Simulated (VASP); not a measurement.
# Pb (P6_3/mmc) in VASP: further runs

Runs on Pb. Level: PBEsol. Tasks: electric field gradients.

Everything below comes from runs of VASP 6.6.1. Logs are shortened: lines on timing, memory, paths and dates and some standing lists are left out, and cuts for length are marked.

**1. The cell of the first run**

Symmetry: P6_3/mmc, No. 194, hexagonal system. Conventional cell: a = 3.480 Å, b = 3.480 Å, c = 5.646 Å, α = 90.00°, β = 90.00°, γ = 120.00°. Within 4.6 Å of Pb (site symmetry -6m2) lie 12 Pb at 3.46 to 3.48 Å.

**2. Electric field gradients, PBEsol (zz strain of +1 %)**

INCAR

```
SYSTEM = Pb
PREC     = Accurate       ! precision mode
ENCUT    = 400            ! plane-wave cutoff, eV
EDIFF    = 1E-8           ! SCF threshold, eV
ISMEAR   = -1             ! smearing method
SIGMA    = 0.08           ! smearing width, eV
LREAL    = .False.        ! projectors in reciprocal space
LASPH    = .True.         ! aspherical terms in the spheres
NELM     = 120            ! most SCF steps
ALGO     = Normal         ! electronic algorithm
ISIF     = 2              ! what is computed and relaxed
LWAVE    = .False.        ! write WAVECAR
LCHARG   = .False.        ! write CHGCAR
GGA      = PS             ! functional
LEFG     = .True.       
NBANDS   = 21             ! bands
GGA_COMPAT= .False.
```

KPOINTS

```
regular mesh
0
Gamma
  14 14 8
  0 0 0
```

POSCAR

```
Pb
1.0
    3.4800006906      0.0000000000      0.0000000000
   -1.7400003453      3.0137690032      0.0000000000
    0.0000000000      0.0000000000      5.6459000000
Pb
2
Direct
    0.3333333333      0.6666666667      0.2500000000
    0.6666666667      0.3333333333      0.7500000000
```

Potentials or basis: VASP PAW PBE potentials, release 64 (Pb_d).

On the command line:

```
$ cat potpaw_PBE.64/Pb_d/POTCAR > POTCAR
$ mpirun -np 1 vasp_std > vasp.out
```

OUTCAR:

```text
SYSTEM = Pb
   PREC = Accurate
   ENCUT = 400
   EDIFF = 1E-8
   ISMEAR = -1
   LREAL = .False.
   LASPH = .True.
   NELM = 120
   ISIF = 2
   GGA = PS

 ion  position               nearest neighbor table
   1  0.333  0.667  0.250-   2 3.46   2 3.46   2 3.46   2 3.46   2 3.46   2 3.46
   2  0.667  0.333  0.750-   1 3.46   1 3.46   1 3.46   1 3.46   1 3.46   1 3.46

  LATTYP: Found a hexagonal cell.
 ALAT       =     3.4800006906
 C/A-ratio  =     1.6223847355

  Lattice vectors:

 A1 = (   3.4800006906,   0.0000000000,   0.0000000000)
 A2 = (  -1.7400003453,   3.0137690032,   0.0000000000)
 A3 = (   0.0000000000,   0.0000000000,   5.6459000000)

Analysis of symmetry for initial positions (statically):
=====================================================================
 Subroutine PRICEL returns:
 Original cell was already a primitive cell.

 Routine SETGRP: Setting up the symmetry group for a
 hexagonal supercell.

 Subroutine GETGRP returns: Found 24 space group operations
 (whereof 12 operations were pure point group operations)
 out of a pool of 24 trial point group operations.

The static configuration has the point symmetry D_3d.
 The point group associated with its full space group is D_6h.

Analysis of symmetry for dynamics (positions and initial velocities):
=====================================================================
 Subroutine PRICEL returns:
 Original cell was already a primitive cell.

 Routine SETGRP: Setting up the symmetry group for a
 hexagonal supercell.

 Subroutine GETGRP returns: Found 24 space group operations
 (whereof 12 operations were pure point group operations)
 out of a pool of 24 trial point group operations.

The dynamic configuration has the point symmetry D_3d.
 The point group associated with its full space group is D_6h.

 Subroutine INISYM returns: Found 24 space group operations
 (whereof 12 operations are pure point group operations),
 and found     1 'primitive' translations

----------------------------------------------------------------------------------------

                                     Primitive cell

  volume of cell :      59.2137

  direct lattice vectors                    reciprocal lattice vectors
     3.480000691  0.000000000  0.000000000     0.287356265  0.165905217  0.000000000
    -1.740000345  3.013769003  0.000000000     0.000000000  0.331810434  0.000000000
     0.000000000  0.000000000  5.645900000     0.000000000  0.000000000  0.177119680

  length of vectors
     3.480000691  3.480000691  5.645900000     0.331810434  0.331810434  0.177119680

  position of ions in fractional coordinates (direct lattice)
     0.333333333  0.666666667  0.250000000
     0.666666667  0.333333333  0.750000000

  ion indices of the primitive-cell ions
   primitive index   ion index
                 1           1
                 2           2

----------------------------------------------------------------------------------------

 KPOINTS: regular mesh

Automatic generation of k-mesh.
 Grid dimensions read from file:
 generate k-points for:   14   14    8

 Generating k-lattice:

  Cartesian coordinates                     Fractional coordinates (reciprocal lattice)
     0.020525447  0.011850373  0.000000000     0.071428571  0.000000000  0.000000000
     0.000000000  0.023700745  0.000000000     0.000000000  0.071428571  0.000000000
     0.000000000  0.000000000  0.022139960     0.000000000  0.000000000  0.125000000

  Length of vectors
     0.023700745  0.023700745  0.022139960

  Shift w.r.t. Gamma in fractional coordinates (k-lattice)
     0.000000000  0.000000000  0.000000000

 Subroutine IBZKPT returns following result:
 ===========================================

 Found    120 irreducible k-points:

 Following reciprocal coordinates:
            Coordinates               Weight
  0.000000  0.000000  0.000000      1.000000
  0.071429  0.000000  0.000000      6.000000
  0.142857  0.000000  0.000000      6.000000
  0.214286  0.000000  0.000000      6.000000
  0.285714 -0.000000  0.000000      6.000000
  0.357143 -0.000000  0.000000      6.000000
[... 16 lines left out ...]
  0.285714  0.285714  0.000000      6.000000
  0.357143  0.285714  0.000000      6.000000
 [... further k-points ...]
   k-points           NKPTS =    120   k-points in BZ     NKDIM =    120   number of bands    NBANDS=     21
   number of dos      NEDOS =    301   number of ions     NIONS =      2
   total plane-waves  NPLWV =  23040
   dimension x,y,z NGX =    24 NGY =   24 NGZ =   40
   dimension x,y,z NGXF=    48 NGYF=   48 NGZF=   80
   ions per type =               2
   NGX,Y,Z   is equivalent  to a cutoff of  11.47, 11.47, 11.78 a.u.
   NGXF,Y,Z  is equivalent  to a cutoff of  22.93, 22.93, 23.56 a.u.
 SYSTEM =  Pb
   PREC   = accura    normal or accurate (medium, high low for compatibility)
   ISTART =      0    job   : 0-new  1-cont  2-samecut
   ICHARG =      2    charge: 1-file 2-atom 10-const
   ISPIN  =      1    spin polarized calculation?
   LNONCOLLINEAR =      F non collinear calculations
   LSORBIT =      F    spin-orbit coupling
   LASPH  =      T    aspherical Exc in radial PAW
   ENCUT  =  400.0 eV  29.40 Ry    5.42 a.u.   5.67  5.67  9.21*2*pi/ulx,y,z
   NELM   =    120;   NELMIN=  2; NELMDL= -5     # of ELM steps
   EDIFF  = 0.1E-07   stopping-criterion for ELM
   LREAL  =      F    real-space projection
   EDIFFG = 0.1E-06   stopping-criterion for IOM
   NSW    =      0    number of steps for IOM
   IBRION =     -1    ionic relax: 0-MD 1-quasi-New 2-CG
   NFREE  =      0    steps in history (QN), initial steepest desc. (CG)
   ISIF   =      2    stress and relaxation
   ISYM   =      2    0-nonsym 1-usesym 2-fastsym
   POTIM  = 0.5000    time-step for ionic-motion
   TEBEG  =    0.0;   TEEND  =   0.0 temperature during run
   PSTRESS=    0.0 pullay stress
   NELECT =      28.0000    total number of electrons
   NUPDOWN=      -1.0000    fix difference up-down
   EMIN   =  10.00;   EMAX   =-10.00  energy-range for DOS
   EFERMI =   0.00;   METHOD = LEGACY
   ISMEAR =    -1;   SIGMA  =   0.08  broadening in eV -4-tet -1-fermi 0-gaus
   EFERMI_NEDOS =   21; number of points for ismear=-14 and -15
   IALGO  =     38    algorithm
   IMIX   =      4    mixing-type and parameters
     AMIX     =   0.40;   BMIX     =  1.00
     AMIX_MAG =   1.60;   BMIX_MAG =  1.00
  volume/ion in A,a.u.               =      29.61       199.80
  Fermi-wavevector in a.u.,A,eV,Ry     =   1.275420  2.410195 22.132558  1.626697
  Thomas-Fermi vector in A             =   2.408134
   LORBIT       =      0    0 simple, 1 ext, 2 COOP (PROOUT), +10 PAW based schemes
   GGA     = PS    functional components
   LHFCALC =     F    Hartree Fock is set to
   AEXX    =    0.0000 exact exchange contribution
   IVDW    =     0    specifies the selected vdW correction
   LEPSILON=     F    determine dielectric tensor
   LRPA    =     F    only Hartree local field effects (RPA)
 non-spin polarized calculation
  energy-cutoff  :      400.00
  volume of cell :       59.21
 maximum number of plane-waves:      1104
 NGX is ok and might be reduce to    24
   NGX = 11   NGY = 11   NGZ = 19

 number of electron      28.0000010 magnetization

 Free energy of the ion-electron system (eV)
  ---------------------------------------------------
  ext. energy  EPLUGINS =         0.00000000
  ---------------------------------------------------
  free energy    TOTEN  =        -7.98320224 eV

  energy without entropy =       -7.95838813  energy(sigma->0) =       -7.97079519

 E-fermi :   7.3295     XC(G=0): -10.4584

 val. band max:        7.3089206948   @ k =   0.2857  -0.0000   0.2500
 cond. band min:       7.3417469165   @ k =   0.3571   0.2143   0.0000
 fundamental gap:      0.0328262217
 Fermi energy:         7.3294635973

 k-point     1 :       0.0000    0.0000    0.0000
  band No.  band energies     occupation
      1      -9.6768      2.00000
      2      -9.6359      2.00000
      3      -9.6188      2.00000
      4      -9.6188      2.00000
      5      -9.5952      2.00000
      6      -9.5952      2.00000
[... 13 lines left out ...]
     20      16.4375      0.00000
     21      18.8837      0.00000

 k-point     2 :       0.0714    0.0000    0.0000
  band No.  band energies     occupation
      1      -9.6728      2.00000
      2      -9.6427      2.00000
      3      -9.6064      2.00000
      4      -9.6059      2.00000
      5      -9.5927      2.00000
      6      -9.5828      2.00000
[... 13 lines left out ...]
     20      16.8833      0.00000
     21      18.4088      0.00000
[... 487 lines left out ...]
      5      -9.5294      2.00000
      6      -9.4763      2.00000
[... 13 lines left out ...]
     20      19.8120      0.00000
     21      19.9591      0.00000

 k-point    24 :       0.3571    0.2857    0.0000
  band No.  band energies     occupation
      1      -9.7343      2.00000
      2      -9.6146      2.00000
      3      -9.5729      2.00000
      4      -9.5713      2.00000
      5      -9.5444      2.00000
      6      -9.5066      2.00000
[... 13 lines left out ...]
     20      19.8191      0.00000
     21      21.8162      0.00000

 [... further k-points ...]
[... 5 lines left out ...]
  --------------------------------------------------------------------------------------
  -------------------------------------------------------------------------------------
  Total       -0.0187510     -0.0187510      0.4599796     -0.0000000      0.0000000      0.0000000
  in kB       -0.5073560     -0.5073560     12.4459100     -0.0000000      0.0000000      0.0000000
  external PRESSURE =       3.8103993 kB  Pullay stress =       0.0000000 kB

 VOLUME and BASIS-vectors are now :
 -----------------------------------------------------------------------------
  energy-cutoff  :      400.00
  volume of cell :       59.21
      direct lattice vectors                 reciprocal lattice vectors
     3.480000691  0.000000000  0.000000000     0.287356265  0.165905217  0.000000000
    -1.740000345  3.013769003  0.000000000     0.000000000  0.331810434  0.000000000
     0.000000000  0.000000000  5.645900000     0.000000000  0.000000000  0.177119680

 POSITION                                       TOTAL-FORCE (eV/Angst)
 -----------------------------------------------------------------------------------
     -0.00000      2.00918      1.41148         0.000000     -0.000000      0.000000
      1.74000      1.00459      4.23442        -0.000000      0.000000      0.000000
 -----------------------------------------------------------------------------------
    total drift:                                0.000000     -0.000000      0.000000

  FREE ENERGIE OF THE ION-ELECTRON SYSTEM (eV)
  ---------------------------------------------------
  free  energy   TOTEN  =        -7.9832022392 eV

  energy  without entropy=       -7.9583881324  energy(sigma->0) =       -7.97079519

 Electric field gradients (V/A^2)
---------------------------------------------------------------------
 ion       V_xx      V_yy      V_zz      V_xy      V_xz      V_yz
---------------------------------------------------------------------
   1      20.457    20.457   -40.913     0.000     0.000    -0.000
   2      20.457    20.457   -40.913     0.000    -0.000     0.000
---------------------------------------------------------------------

 Electric field gradients after diagonalization (V/A^2)
 (convention: |V_zz| > |V_xx| > |V_yy|)
----------------------------------------------------------------------
 ion       V_xx      V_yy      V_zz     asymmetry (V_yy - V_xx)/ V_zz
----------------------------------------------------------------------
   1      20.457    20.456   -40.913       0.000
   2      20.457    20.456   -40.913       0.000
----------------------------------------------------------------------

           NMR quadrupolar parameters

 Cq : quadrupolar parameter    Cq=e*Q*V_zz/h
 eta: asymmetry parameters     (V_yy - V_xx)/ V_zz
 Q  : nuclear electric quadrupole moment in mb (millibarn)
----------------------------------------------------------------------
 ion       Cq(MHz)       eta       Q (mb)
----------------------------------------------------------------------
   1      -0.099       0.000       1.000
   2      -0.099       0.000       1.000
----------------------------------------------------------------------
```

It took 92 s on 1 thread of AMD EPYC 7R13 (Zen 3), shared host; peak memory 0.18 GiB.

Results:

```yaml
Free_energy: -7.9832 eV
Pressure: 0.4 GPa
Band_gap_on_the_k_mesh: zero (band 14 reaches 13.05 eV, above the bottom of band 15 at 5.60 eV)
```

Stress tensor (GPa, compression positive):
```
-0.05  0.00  0.00
 0.00 -0.05  0.00
 0.00  0.00  1.24
```

Electric field gradients, principal values (V/Å²):
```tsv
atom	least	middle	greatest (by size)
1 Pb	20.456	20.457	-40.913
2 Pb	20.456	20.457	-40.913
```

Caveat: the cell differs from its parent crystal (zz strain of +1 %); without QUAD_EFG the Cq values of the log hold for a quadrupole moment of 1 mb, not for the nuclei; the PAW data sets were made with another functional, which shifts forces and pressure a little; spin-orbit coupling is left out, which moves the levels of the heavy elements.

**3. Electric field gradients, PBEsol (zz strain of +1 %)**

INCAR

```
PREC = Accurate
ENCUT = 400
EDIFF = 1E-8
ISMEAR = -1
SIGMA = 0.08
LREAL = F
LASPH = T
NELM = 120
ALGO = Normal
ISIF = 2
LWAVE = F
LCHARG = F
GGA = PS
LEFG = T
NBANDS = 21
GGA_COMPAT = F
```

KPOINTS

```
Automatic mesh
0
Gamma
  14 14 8
```

POSCAR is that of step 2.

Potentials or basis: VASP PAW PBE potentials, release 64 (Pb_d).

On the command line:

```
$ cat potpaw_PBE.64/Pb_d/POTCAR > POTCAR
$ mpirun -np 1 vasp_std > vasp.out
```

OUTCAR:

```text
PREC = Accurate
   ENCUT = 400
   EDIFF = 1E-8
   ISMEAR = -1
   LREAL = F
   LASPH = T
   NELM = 120
   ISIF = 2
   GGA = PS

 ion  position               nearest neighbor table
   1  0.333  0.667  0.250-   2 3.46   2 3.46   2 3.46   2 3.46   2 3.46   2 3.46
   2  0.667  0.333  0.750-   1 3.46   1 3.46   1 3.46   1 3.46   1 3.46   1 3.46

  LATTYP: Found a hexagonal cell.
 ALAT       =     3.4800006906
 C/A-ratio  =     1.6223847355

  Lattice vectors:

[... 790 lines left out ...]

  FREE ENERGIE OF THE ION-ELECTRON SYSTEM (eV)
  ---------------------------------------------------
  free  energy   TOTEN  =        -7.9832022392 eV

  energy  without entropy=       -7.9583881324  energy(sigma->0) =       -7.97079519

 Electric field gradients (V/A^2)
---------------------------------------------------------------------
 ion       V_xx      V_yy      V_zz      V_xy      V_xz      V_yz
---------------------------------------------------------------------
   1      20.457    20.457   -40.913     0.000     0.000    -0.000
   2      20.457    20.457   -40.913     0.000    -0.000     0.000
---------------------------------------------------------------------

 Electric field gradients after diagonalization (V/A^2)
 (convention: |V_zz| > |V_xx| > |V_yy|)
----------------------------------------------------------------------
 ion       V_xx      V_yy      V_zz     asymmetry (V_yy - V_xx)/ V_zz
----------------------------------------------------------------------
   1      20.457    20.456   -40.913       0.000
   2      20.457    20.456   -40.913       0.000
----------------------------------------------------------------------

           NMR quadrupolar parameters

 Cq : quadrupolar parameter    Cq=e*Q*V_zz/h
 eta: asymmetry parameters     (V_yy - V_xx)/ V_zz
 Q  : nuclear electric quadrupole moment in mb (millibarn)
----------------------------------------------------------------------
 ion       Cq(MHz)       eta       Q (mb)
----------------------------------------------------------------------
   1      -0.099       0.000       1.000
   2      -0.099       0.000       1.000
----------------------------------------------------------------------
```

OSZICAR:

```text
N       E                     dE             d eps       ncg     rms          rms(c)
DAV:   1     0.274931867805E+03    0.27493E+03   -0.12417E+04  5045   0.138E+03
DAV:   2     0.114291736620E+02   -0.26350E+03   -0.25728E+03  5150   0.377E+02
DAV:   3    -0.745114920492E+01   -0.18880E+02   -0.18711E+02  6134   0.129E+02
DAV:   4    -0.799503779849E+01   -0.54389E+00   -0.54374E+00  6131   0.250E+01
DAV:   5    -0.802025852292E+01   -0.25221E-01   -0.25220E-01  6855   0.471E+00    0.857E-01
DAV:   6    -0.799109461859E+01    0.29164E-01   -0.49882E-02  6911   0.309E+00    0.401E-01
DAV:   7    -0.798370549779E+01    0.73891E-02   -0.18312E-02  6996   0.179E+00    0.131E-01
DAV:   8    -0.798320346052E+01    0.50204E-03   -0.99644E-04  6821   0.436E-01    0.126E-02
DAV:   9    -0.798320251952E+01    0.94100E-06   -0.34993E-05  7090   0.871E-02    0.611E-03
DAV:  10    -0.798320212743E+01    0.39209E-06   -0.28534E-06  7670   0.211E-02    0.910E-04
DAV:  11    -0.798320224304E+01   -0.11561E-06   -0.22319E-07  6853   0.614E-03    0.246E-04
DAV:  12    -0.798320223922E+01    0.38208E-08   -0.12224E-08  3810   0.183E-03
   1 F= -.79832022E+01 E0= -.79707952E+01  d E =-.248141E-01
```

stdout:

```text
POSCAR found type information on POSCAR Pb
 POSCAR found :  1 types and       2 ions
 scaLAPACK will be used
 -----------------------------------------------------------------------------
|                                                                             |
|                                                                             |
|     You enforced a specific xc type in the INCAR file but a different       |
|     I HOPE YOU KNOW WHAT YOU ARE DOING!                                     |
|                                                                             |
 -----------------------------------------------------------------------------

 LDA part: xc-table for (Slater+PW92), standard interpolation
 POSCAR, INCAR and KPOINTS ok, starting setup
 FFT: planning ... GRIDC
 FFT: planning ... GRID_SOFT
 FFT: planning ... GRID
 WAVECAR not read
 entering main loop
ion   1

ion   2
```

It took 1.9 min on 1 thread of AMD EPYC 7R13 (Zen 3), shared host; peak memory 0.18 GiB.

What came out:

```
Free energy            : -7.9832 eV
Pressure               : 0.4 GPa
Band gap on the k mesh : zero (band 14 reaches 13.05 eV, above the bottom of band 15 at 5.60 eV)
```

Stress tensor (GPa, compression positive):
```
-0.05  0.00  0.00
 0.00 -0.05  0.00
 0.00  0.00  1.24
```

Electric field gradients, principal values (V/Å²):
```
atom   least  middle  greatest (by size)
1 Pb  20.456  20.457             -40.913
2 Pb  20.456  20.457             -40.913
```

Caveat: the cell differs from its parent crystal (zz strain of +1 %); without QUAD_EFG the Cq values of the log hold for a quadrupole moment of 1 mb, not for the nuclei; the PAW data sets were made with another functional, which shifts forces and pressure a little; spin-orbit coupling is left out, which moves the levels of the heavy elements.

(Part 1 of 2 ends here.)
